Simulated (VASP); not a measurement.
A run of VASP 6.6.1:

File INCAR:

```
  PREC = Accurate
  ENCUT = 520
  EDIFF = 1E-7
  ISMEAR = 0
  SIGMA = 0.1
  LREAL = False
  LASPH = True
  NELM = 80
  ALGO = Normal
  ISIF = 2
  LWAVE = False
  LCHARG = False
  GGA = PE
  NBANDS = 59
```

Contents of KPOINTS:

```
Automatic mesh
0
Gamma
  9 9 1
```

Contents of POSCAR:

```
Bi2Te3
1.0
    4.4688131177      0.0000000000      0.0000000000
   -2.2344065589      3.8701056847      0.0000000000
    0.0000000000      0.0000000000     32.4659178032
Bi Te
4 6
Direct
    0.6666666667      0.3333333333      0.2310114886
    0.0000000000      0.0000000000      0.4653881449
    0.3333333333      0.6666666667      0.5346118551
    0.6666666667      0.3333333333      0.7689885114
    0.0000000000      0.0000000000      0.2861947480
    0.3333333333      0.6666666667      0.3482002753
    0.6666666667      0.3333333333      0.4102045613
    0.6666666667      0.3333333333      0.5897951145
    0.0000000000      0.0000000000      0.6518006418
    0.3333333333      0.6666666667      0.7138049278
```

Potentials or basis: VASP PAW PBE potentials, release 64 (Bi_d, Te).

Launch:

```bash
$ cat potpaw_PBE.64/Bi_d/POTCAR potpaw_PBE.64/Te/POTCAR > POTCAR
$ mpirun -np 1 vasp_std > vasp.out
```

Hardware: 1 thread of Intel(R) Xeon(R) Platinum 8488C (Sapphire Rapids), with other jobs on the host.

How long does it take, and how much memory?

Wall time 17 min on 1 thread of Intel(R) Xeon(R) Platinum 8488C (Sapphire Rapids) (shared host), peak memory 0.85 GiB. Counts: scf iterations 43, k points 12.
